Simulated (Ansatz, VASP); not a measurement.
CuO in VASP and in Ansatz

```
Cu O
1.0
     2.87950    0.00000    0.00000
     0.03907    2.87928    0.00000
     0.01750    0.01724    5.17634
Cu O
2 2
Cartesian
  0.0195 1.4396 0.0000
  1.4485 0.0086 2.5882
  2.8881 0.0177 3.8817
  0.0479 2.8788 1.2947
```

Alike in both runs: task relaxation of cell and atoms; functional revPBE; k mesh 9 × 9 × 5; occupations fermi-dirac, width 0.05 eV; no spin polarisation.

|  | VASP | Ansatz |
| --- | --- | --- |
| version | VASP 6.6.1 | Ansatz 0.2.0 |
| potentials or method | VASP PAW PBE potentials, release 64 (Cu, O) | Ansatz PAW |
| plane-wave cutoff (eV) | 600 | 420 |
| valence electrons in the cell | 34 | 50 |

Ansatz gave:

* gap on the k mesh at the Fermi level, each at its own relaxed structure (eV): none
* relaxed volume (Å³/atom): 11.49
* relaxed cell length with the largest relative difference (Å): 5.180

Problem. What did VASP give for the same quantities?

Solution. gap on the k mesh at the Fermi level, each at its own relaxed structure (eV): none; relaxed volume (Å³/atom): 11.54; relaxed cell length with the largest relative difference (Å): 5.190.

VASP's potentials were made for PBE, not for revPBE. A gap of «none» marks a metal or a gap that the smearing closes. VASP's potentials hold 34 valence electrons a cell and Ansatz's 50, so a difference there can come from the potentials and not from the codes.

Noted on Ansatz's run: the plane-wave basis is chosen anew once the cell has moved, so the energies of steps on either side of that aren't comparable.
